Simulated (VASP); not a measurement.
# MgI2 (P-3m1) in VASP: notebook, part 2 of 2

VASP 6.6.1. The steps go on from the part before.

**4. Single point, PBE**

File INCAR:

```
SYSTEM = MgI2
ALGO = Normal
EDIFF = 1E-6
ENCUT = 520
GGA = PE
ISIF = 2
ISMEAR = 0
LASPH = .True.
LCHARG = .True.
LELF = .True.
LREAL = .False.
LVHAR = .True.
LWAVE = .False.
NBANDS = 15
NELM = 60
PREC = Accurate
SIGMA = 0.05
```

File KPOINTS:

```
k-points
0
Gamma
  6 6 4
  0 0 0
```

File POSCAR:

```
MgI2
1.0
    4.2072027146      0.0000000000      0.0000000000
   -2.1036013573      3.6435444297      0.0000000000
    0.0000000000      0.0000000000      7.8117229395
Mg I
1 2
Direct
    0.0000000000      0.0000000000      0.0000000000
    0.3333333333      0.6666666667      0.7820264016
    0.6666666667      0.3333333333      0.2179735984
```

Potentials or basis: VASP PAW PBE potentials, release 64 (Mg, I).

Launch:

```sh
cat potpaw_PBE.64/Mg/POTCAR potpaw_PBE.64/I/POTCAR > POTCAR
mpirun -np 1 vasp_std > vasp.out
```

OUTCAR:

```text
SYSTEM = MgI2
   EDIFF = 1E-6
   ENCUT = 520
   GGA = PE
   ISIF = 2
   ISMEAR = 0
   LASPH = .True.
   LREAL = .False.
   NELM = 60
   PREC = Accurate

 ion  position               nearest neighbor table
   1  0.000  0.000  0.000-   2 2.97   3 2.97   2 2.97   3 2.97   3 2.97   2 2.97
   2  0.333  0.667  0.782-   1 2.97   1 2.97   1 2.97
   3  0.667  0.333  0.218-   1 2.97   1 2.97   1 2.97

  LATTYP: Found a hexagonal cell.
 ALAT       =     4.2072027146
 C/A-ratio  =     1.8567498334

  Lattice vectors:

 A1 = (   4.2072027146,   0.0000000000,   0.0000000000)
 A2 = (  -2.1036013573,   3.6435444297,   0.0000000000)
 A3 = (   0.0000000000,   0.0000000000,   7.8117229395)

Analysis of symmetry for initial positions (statically):
[... 33 lines left out ...]
                                     Primitive cell

  volume of cell :     119.7469

  direct lattice vectors                    reciprocal lattice vectors
     4.207202715  0.000000000  0.000000000     0.237687620  0.137229011  0.000000000
    -2.103601357  3.643544430  0.000000000     0.000000000  0.274458023  0.000000000
     0.000000000  0.000000000  7.811722940     0.000000000  0.000000000  0.128012733

  length of vectors
     4.207202715  4.207202715  7.811722940     0.274458023  0.274458023  0.128012733

  position of ions in fractional coordinates (direct lattice)
     0.000000000  0.000000000  0.000000000
     0.333333333  0.666666667  0.782026402
     0.666666667  0.333333333  0.217973598

  ion indices of the primitive-cell ions
   primitive index   ion index
                 1           1
                 2           2
                 3           3

----------------------------------------------------------------------------------------

 KPOINTS: k-points

Automatic generation of k-mesh.
 Grid dimensions read from file:
 generate k-points for:    6    6    4

 Generating k-lattice:

  Cartesian coordinates                     Fractional coordinates (reciprocal lattice)
     0.039614603  0.022871502  0.000000000     0.166666667  0.000000000  0.000000000
[... 83 lines left out ...]
   GGA     = PE    functional components
[... 6 lines left out ...]
 Gauss-broadening in eV      SIGMA  =   0.05
  energy-cutoff  :      520.00
  volume of cell :      119.75
 maximum number of plane-waves:      3251
 NGX is ok and might be reduce to    32
   NGX = 15   NGY = 15   NGZ = 29

 number of electron      15.9999998 magnetization

 Free energy of the ion-electron system (eV)
  ---------------------------------------------------
  ext. energy  EPLUGINS =         0.00000000
  ---------------------------------------------------
  free energy    TOTEN  =        -7.73402732 eV

  energy without entropy =       -7.73402732  energy(sigma->0) =       -7.73402732

 E-fermi :   1.1744     XC(G=0):  -7.4567

 val. band max:        0.9550472031   @ k =   0.0000   0.0000   0.0000
 cond. band min:       4.4988020474   @ k =   0.5000  -0.0000   0.5000
 fundamental gap:      3.5437548443
 Fermi energy:         1.1744300635

 k-point     1 :       0.0000    0.0000    0.0000
  band No.  band energies     occupation
      1     -10.7789      2.00000
      2     -10.2806      2.00000
      3      -2.0692      2.00000
      4       0.6202      2.00000
      5       0.6896      2.00000
      6       0.6896      2.00000
      7       0.9550      2.00000
      8       0.9550      2.00000
      9       4.5797      0.00000
     10       5.8540      0.00000
     11       7.6597      0.00000
     12       7.6597      0.00000
     13       7.9009      0.00000
     14       9.1201      0.00000
[... 401 lines left out ...]
      2     -10.0476      2.00000
      3      -1.9917      2.00000
      4      -1.3805      2.00000
      5      -1.3805      2.00000
      6      -0.9038      2.00000
      7       0.3242      2.00000
      8       0.3242      2.00000
      9       5.4328      0.00000
     10       6.9322      0.00000
     11       6.9322      0.00000
     12       8.4656      0.00000
     13       9.2927      0.00000
     14       9.3512      0.00000
     15       9.6723      0.00000

------------------------ aborting loop because EDIFF is reached ----------------------------------------

  FORCE on cell =-STRESS in cart. coord.  units (eV):
  Direction    XX          YY          ZZ          XY          YZ          ZX
  --------------------------------------------------------------------------------------
  -------------------------------------------------------------------------------------
  Total       -0.2300572     -0.2300572     -0.4900290     -0.0000000      0.0000000      0.0000000
  in kB       -3.0780955     -3.0780955     -6.5564385     -0.0000000      0.0000000      0.0000000
  external PRESSURE =      -4.2375432 kB  Pullay stress =       0.0000000 kB

 VOLUME and BASIS-vectors are now :
 -----------------------------------------------------------------------------
  energy-cutoff  :      520.00
  volume of cell :      119.75
      direct lattice vectors                 reciprocal lattice vectors
     4.207202715  0.000000000  0.000000000     0.237687620  0.137229011  0.000000000
    -2.103601357  3.643544430  0.000000000     0.000000000  0.274458023  0.000000000
     0.000000000  0.000000000  7.811722940     0.000000000  0.000000000  0.128012733

 POSITION                                       TOTAL-FORCE (eV/Angst)
 -----------------------------------------------------------------------------------
      0.00000      0.00000      0.00000        -0.000000      0.000000      0.000000
     -0.00000      2.42903      6.10897        -0.000000      0.000000      0.149271
      2.10360      1.21451      1.70275         0.000000     -0.000000     -0.149271
 -----------------------------------------------------------------------------------
    total drift:                                0.000000     -0.000000      0.000000

  FREE ENERGIE OF THE ION-ELECTRON SYSTEM (eV)
  ---------------------------------------------------
  free  energy   TOTEN  =        -7.7340273151 eV

  energy  without entropy=       -7.7340273151  energy(sigma->0) =       -7.73402732
```

stdout:

```text
POSCAR found type information on POSCAR MgI
 POSCAR found :  2 types and       3 ions
 scaLAPACK will be used
 LDA part: xc-table for (Slater+PW92), standard interpolation
 POSCAR, INCAR and KPOINTS ok, starting setup
 FFT: planning ... GRIDC
 FFT: planning ... GRID_SOFT
 FFT: planning ... GRID
 WAVECAR not read
 entering main loop
```

It took 38 s on 1 thread of Intel Xeon Platinum 8259CL at 2.50GHz (Skylake/Cascade Lake), shared host; peak memory 0.25 GiB.

Results:

```
Free energy            : -7.7340 eV
Pressure               : -0.4 GPa
Largest force          : 0.149 eV/Å
Band gap on the k mesh : 3.54 eV, indirect (least direct gap 3.62 eV)
```

Forces on the atoms (eV/Å):
```
Mg   0.000  0.000  0.000
I    0.000  0.000  0.149
I    0.000  0.000 -0.149
```

Levels at points of the mesh, in eV from the valence-band top:
```
           k point  band 6  band 7  band 8  band 9  band 10  band 11
(0.00, 0.00, 0.00)   -0.27    0.00    0.00    3.62     4.90     6.70
(0.50, 0.00, 0.00)   -1.11   -0.68   -0.40    3.62     5.39     5.72
(0.00, 0.00, 0.50)   -0.25   -0.02   -0.02    4.31     4.88     6.65
(0.50, 0.00, 0.50)   -1.07   -0.67   -0.45    3.54     5.36     5.71
```

Caveat: spin-orbit coupling is left out, which moves the levels of the heavy elements; this functional lacks dispersion, which binds the layers, so the pressure and a relaxed spacing across them are unreliable. A k mesh can miss the band edges.

**5. Single point, PBE**

File INCAR:

```
PREC = Accurate
ENCUT = 520
EDIFF = 1E-6
ISMEAR = 0
SIGMA = 0.05
LREAL = False
LASPH = True
NELM = 100
ALGO = Normal
ISIF = 2
LWAVE = False
LCHARG = True
GGA = PE
LELF = True
LVHAR = True
NBANDS = 15
```

File KPOINTS:

```
regular mesh
0
Gamma
  6 6 4
```

File POSCAR:

```
MgI2
1.0
    4.2072027146      0.0000000000      0.0000000000
   -2.1036013573      3.6435444297      0.0000000000
    0.0000000000      0.0000000000      7.8117229395
Mg I
1 2
Direct
    0.0000000000      0.0000000000      0.0000000000
    0.3333333333      0.6666666667      0.7666648737
    0.6666666667      0.3333333333      0.2333351263
```

Launch:

```sh
cat potpaw_PBE.64/Mg/POTCAR potpaw_PBE.64/I/POTCAR > POTCAR
mpirun -np 1 vasp_std > vasp.out
```

Run time: 35 s. Hardware: 1 thread of Intel Xeon Platinum 8259CL at 2.50GHz (Skylake/Cascade Lake), shared host; peak memory 0.25 GiB.

Results (log left out):

| Property | Result |
| --- | --- |
| Free energy | -7.6369 eV |
| Pressure | -1.7 GPa |
| Largest force | 0.644 eV/Å |
| Band gap on the k mesh | 3.24 eV, indirect (least direct gap 3.25 eV) |

Forces on the atoms (eV/Å):
```
Mg   0.000  0.000  0.000
I    0.000  0.000  0.644
I    0.000  0.000 -0.644
```

Stress tensor (GPa, compression positive):
```
-1.11  0.00  0.00
 0.00 -1.11  0.00
 0.00  0.00 -3.03
```

Levels at points of the mesh, in eV from the valence-band top:
```csv
k point,band 6,band 7,band 8,band 9,band 10,band 11
"(0.00, 0.00, 0.00)",-0.21,0.00,0.00,3.25,4.90,6.74
"(0.50, 0.00, 0.00)",-1.01,-0.86,-0.44,3.39,5.14,5.47
"(0.00, 0.00, 0.50)",-0.17,-0.03,-0.03,4.08,4.83,6.67
"(0.50, 0.00, 0.50)",-0.95,-0.85,-0.52,3.24,5.01,5.56
```

Caveat: spin-orbit coupling is left out, which moves the levels of the heavy elements; this functional lacks dispersion, which binds the layers, so the pressure and a relaxed spacing across them are unreliable. Expect the measured gap to be larger: semilocal functionals such as PBE lack the derivative discontinuity.
